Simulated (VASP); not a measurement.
# RbCl in VASP: settings compared, part 2 of 2

VASP 6.6.1. The steps go on from the part before.

## (4) Single point, r2SCAN

Input file POSCAR:

```
RbCl
1.0
    0.0000000000      3.3058128222      3.3058128222
    3.3058128222      0.0000000000      3.3058128222
    3.3058128222      3.3058128222      0.0000000000
Rb Cl
1 1
Direct
    0.0000000000      0.0000000000      0.0000000000
    0.5000000000      0.5000000000      0.5000000000
```

Input file INCAR.step1:

```
  ALGO = Normal
  EDIFF = 1E-5
  ENCUT = 550
  GGA = PE
  GGA_COMPAT = False
  ISMEAR = 0
  LASPH = True
  LCHARG = False
  LREAL = False
  LWAVE = True
  NBANDS = 15
  NELM = 120
  PREC = Accurate
  SIGMA = 0.01
```

Input file INCAR.step2:

```
  ALGO = Normal
  EDIFF = 1E-6
  ENCUT = 550
  GGA_COMPAT = False
  ISIF = 2
  ISMEAR = 0
  ISTART = 1
  LASPH = True
  LCHARG = False
  LMIXTAU = True
  LREAL = False
  LWAVE = False
  METAGGA = R2SCAN
  NBANDS = 15
  NELM = 120
  PREC = Accurate
  SIGMA = 0.01
```

Input file KPOINTS:

```
k-points
0
Gamma
  6 6 6
```

Command:

```sh
> cat potpaw_PBE.64/Rb_sv/POTCAR potpaw_PBE.64/Cl/POTCAR > POTCAR
> cp INCAR.step1 INCAR
> mpirun -np 1 vasp_std > vasp.out
> cp INCAR.step2 INCAR
> mpirun -np 1 vasp_std > vasp.out
```

Wall time 2.1 min (1 thread of Oxide Virtual Turin-like, shared host); peak memory 0.18 GiB.

It converged, with:

| Property | Result |
| --- | --- |
| Free energy | -24.3856 eV |
| Pressure | 0.0 GPa |
| Band gap on the k mesh | 5.56 eV |

Levels at points of the mesh, in eV from the valence-band top:
| k point | band 4 | band 5 | band 6 | band 7 | band 8 | band 9 | band 10 | band 11 | band 12 | band 13 |
| --- | --- | --- | --- | --- | --- | --- | --- | --- | --- | --- |
| (0.00, 0.00, 0.00) | -8.17 | -8.17 | 0.00 | 0.00 | 0.00 | 5.56 | 8.61 | 8.61 | 8.61 | 9.77 |
| (0.50, 0.00, 0.00) | -8.18 | -8.15 | -0.83 | -0.32 | -0.32 | 8.18 | 8.49 | 10.86 | 10.86 | 12.03 |
| (0.50, 0.50, 0.00) | -8.27 | -8.27 | -0.33 | -0.10 | -0.10 | 6.67 | 8.85 | 10.14 | 10.92 | 11.29 |

Caveat: the PAW data sets were made with another functional, which shifts forces and pressure a little.

## (5) Single point, PBE (strain along [111] -1.0%)

Input file INCAR:

```
PREC = Accurate
ENCUT = 500
EDIFF = 1E-6
ISMEAR = -1
SIGMA = 0.02
LREAL = False
LASPH = True
NELM = 120
ALGO = Normal
ISIF = 2
LWAVE = False
LCHARG = False
GGA = PE
NBANDS = 15
GGA_COMPAT = False
```

Input file KPOINTS:

```
regular mesh
0
Gamma
  6 6 6
```

Input file POSCAR:

```
RbCl
1.0
   -0.0220387521      3.2837740701      3.2837740701
    3.2837740701     -0.0220387521      3.2837740701
    3.2837740701      3.2837740701     -0.0220387521
Rb Cl
1 1
Direct
    0.0000000000      0.0000000000      0.0000000000
    0.5000000000      0.5000000000      0.5000000000
```

Potentials or basis: VASP PAW PBE potentials, release 64 (Rb_sv, Cl).

Command:

```sh
> cat potpaw_PBE.64/Rb_sv/POTCAR potpaw_PBE.64/Cl/POTCAR > POTCAR
> mpirun -np 1 vasp_std > vasp.out
```

OUTCAR:

```text
PREC = Accurate
   ENCUT = 500
   EDIFF = 1E-6
   ISMEAR = -1
   LREAL = False
   LASPH = True
   NELM = 120
   ISIF = 2
   GGA = PE

 ion  position               nearest neighbor table
   1  0.000  0.000  0.000-   2 3.29   2 3.29   2 3.29   2 3.29   2 3.29   2 3.29
   2  0.500  0.500  0.500-   1 3.29   1 3.29   1 3.29   1 3.29   1 3.29   1 3.29

  LATTYP: Found a trigonal (rhomboedric) cell.
 ALAT       =     4.6440101199
 COS(alpha) =     0.4932774813

  Lattice vectors:

 A1 = (  -0.0220387521,   3.2837740701,   3.2837740701)
 A2 = (   3.2837740701,  -0.0220387521,   3.2837740701)
 A3 = (   3.2837740701,   3.2837740701,  -0.0220387521)

Analysis of symmetry for initial positions (statically):
=====================================================================
 Subroutine PRICEL returns:
 Original cell was already a primitive cell.

 Routine SETGRP: Setting up the symmetry group for a
 trigonal (rhombohedral) supercell.

 Subroutine GETGRP returns: Found 12 space group operations
 (whereof 12 operations were pure point group operations)
 out of a pool of 12 trial point group operations.

[... 176 lines left out ...]
      6      -1.8959      2.00000
      7      -1.8959      2.00000
      8      -1.8834      2.00000
      9       3.0934      0.00000
     10       6.0719      0.00000
     11       6.0719      0.00000
     12       6.1550      0.00000
     13       7.0809      0.00000
     14       7.0809      0.00000
[... 401 lines left out ...]
      2     -13.8631      2.00000
      3     -10.0878      2.00000
      4     -10.0104      2.00000
      5      -9.8890      2.00000
      6      -2.2486      2.00000
      7      -2.1776      2.00000
      8      -2.0704      2.00000
      9       5.0131      0.00000
     10       6.6575      0.00000
     11       6.8986      0.00000
     12       7.9389      0.00000
     13       8.9447      0.00000
     14       9.8469      0.00000
     15      10.3561      0.00000

 [... further k-points ...]

------------------------ aborting loop because EDIFF is reached ----------------------------------------

  FORCE on cell =-STRESS in cart. coord.  units (eV):
  Direction    XX          YY          ZZ          XY          YZ          ZX
  --------------------------------------------------------------------------------------
  -------------------------------------------------------------------------------------
  Total        0.3523330      0.3523330      0.3523330      0.0141066      0.0141066      0.0141066
  in kB        7.8915799      7.8915799      7.8915799      0.3159610      0.3159610      0.3159610
  external PRESSURE =       7.8915799 kB  Pullay stress =       0.0000000 kB

 VOLUME and BASIS-vectors are now :
 -----------------------------------------------------------------------------
  energy-cutoff  :      500.00
  volume of cell :       71.53
      direct lattice vectors                 reciprocal lattice vectors
    -0.022038752  3.283774070  3.283774070    -0.150739478  0.151757988  0.151757988
     3.283774070 -0.022038752  3.283774070     0.151757988 -0.150739478  0.151757988
     3.283774070  3.283774070 -0.022038752     0.151757988  0.151757988 -0.150739478

 POSITION                                       TOTAL-FORCE (eV/Angst)
 -----------------------------------------------------------------------------------
      0.00000      0.00000      0.00000        -0.000000      0.000000     -0.000000
      3.27275      3.27275      3.27275         0.000000     -0.000000      0.000000
 -----------------------------------------------------------------------------------
    total drift:                                0.000000      0.000000      0.000000

  FREE ENERGIE OF THE ION-ELECTRON SYSTEM (eV)
  ---------------------------------------------------
  free  energy   TOTEN  =        -6.6664202108 eV

  energy  without entropy=       -6.6664202108  energy(sigma->0) =       -6.66642021
```

Run time: 40 s. Hardware: 1 thread of Oxide Virtual Turin-like, shared host; peak memory 0.17 GiB.

Results:

```yaml
Free_energy: -6.6664 eV
Pressure: 0.8 GPa
Band_gap_on_the_k_mesh: 4.98 eV
```

Caveat: the cell differs from its parent crystal (strain along [111] -1.0%).

## (6) Single point, r2SCAN (epitaxial xy strain +0.5%)

Input file POSCAR:

```
RbCl
1.0
    0.0000000000      3.3223418864      3.3036454337
    3.3223418864      0.0000000000      3.3036454337
    3.3223418864      3.3223418864      0.0000000000
Rb Cl
1 1
Direct
    0.0000000000      0.0000000000      0.0000000000
    0.5000000000      0.5000000000      0.5000000000
```

Input file INCAR.step1:

```
SYSTEM = RbCl
ALGO     = Normal         ! electronic algorithm
EDIFF    = 1E-5           ! SCF threshold, eV
ENCUT    = 550            ! plane-wave cutoff, eV
GGA      = PE             ! functional
GGA_COMPAT= .FALSE.      
ISMEAR   = 0              ! smearing method
LASPH    = .TRUE.         ! aspherical terms in the spheres
LCHARG   = .FALSE.        ! write CHGCAR
LREAL    = .FALSE.        ! projectors in reciprocal space
LWAVE    = .TRUE.         ! write WAVECAR
NBANDS   = 15             ! bands
NELM     = 120            ! most SCF steps
PREC     = Accurate       ! precision mode
SIGMA    = 0.01           ! smearing width, eV
```

Input file INCAR.step2:

```
SYSTEM = RbCl
ALGO     = Normal         ! electronic algorithm
EDIFF    = 1E-6           ! SCF threshold, eV
ENCUT    = 550            ! plane-wave cutoff, eV
GGA_COMPAT= .FALSE.      
ISIF     = 2              ! what is computed and relaxed
ISMEAR   = 0              ! smearing method
ISTART   = 1            
LASPH    = .TRUE.         ! aspherical terms in the spheres
LCHARG   = .FALSE.        ! write CHGCAR
LMIXTAU  = .TRUE.       
LREAL    = .FALSE.        ! projectors in reciprocal space
LWAVE    = .FALSE.        ! write WAVECAR
METAGGA  = R2SCAN         ! meta-GGA
NBANDS   = 15             ! bands
NELM     = 120            ! most SCF steps
PREC     = Accurate       ! precision mode
SIGMA    = 0.01           ! smearing width, eV
```

Input file KPOINTS:

```
k-points
0
G
  6 6 6
  0 0 0
```

Potentials or basis: VASP PAW PBE potentials, release 64 (Rb_sv, Cl).

Command:

```sh
> cat potpaw_PBE.64/Rb_sv/POTCAR potpaw_PBE.64/Cl/POTCAR > POTCAR
> cp INCAR.step1 INCAR
> mpirun -np 1 vasp_std > vasp.out
> cp INCAR.step2 INCAR
> mpirun -np 1 vasp_std > vasp.out
```

Wall time 4.2 min (1 thread of Oxide Virtual Turin-like, shared host); peak memory 0.19 GiB.

Results (log left out):

| Item | Value |
| --- | --- |
| Free energy | -24.3854 eV |
| Pressure | -0.1 GPa |
| Band gap on the k mesh | 5.52 eV |

Stress tensor (GPa, compression positive):
```
-0.19  0.00  0.00
 0.00 -0.19  0.00
 0.00  0.00  0.01
```

Levels at points of the mesh, in eV from the valence-band top:
| k point | band 6 | band 7 | band 8 | band 9 | band 10 | band 11 |
| --- | --- | --- | --- | --- | --- | --- |
| (0.00, 0.00, 0.00) | -0.01 | -0.01 | 0.00 | 5.52 | 8.58 | 8.58 |
| (0.50, 0.00, 0.00) | -0.82 | -0.32 | -0.32 | 8.14 | 8.45 | 10.81 |
| (0.50, 0.50, 0.00) | -0.32 | -0.11 | -0.11 | 6.67 | 8.80 | 10.10 |
| (0.50, 0.00, 0.50) | -0.34 | -0.11 | -0.10 | 6.68 | 8.80 | 10.07 |

Caveat: the cell differs from its parent crystal (epitaxial xy strain +0.5%); the PAW data sets were made with another functional, which shifts forces and pressure a little.

## (7) Summary

| level | cell | cutoff (eV) | smearing | gap on the mesh (eV) | pressure (GPa) |
| --- | --- | --- | --- | --- | --- |
| PBE | a = 4.675 Å, angles 60.0°, 2 atoms | 500 | fermi-dirac 0.02 eV | 4.95 | 0.6 |
| PBE | a = 4.685, b = 4.685, c = 4.699 Å, angles 59.9, 59.9, 60.2°, 2 atoms | 500 | fermi-dirac 0.02 eV | 4.92 | 0.5 |
| r2SCAN | a = 4.675 Å, angles 60.0°, 2 atoms | 550 | gaussian 0.01 eV | 5.56 | 0.0 |
| PBE | a = 4.644 Å, angles 60.4°, 2 atoms | 500 | fermi-dirac 0.02 eV | 4.98 | 0.8 |
| r2SCAN | a = 4.685, b = 4.685, c = 4.699 Å, angles 59.9, 59.9, 60.2°, 2 atoms | 550 | gaussian 0.01 eV | 5.52 | -0.1 |

Alike in all rows: task single point; potentials or basis VASP PAW PBE potentials, release 64 (Rb_sv, Cl); no spin polarisation; k mesh 6 × 6 × 6.

Caveats: the PAW data sets were made with another functional, which shifts forces and pressure a little (at least some runs).

Total energies depend on the potentials used, so only differences within one code and one set of settings carry meaning.
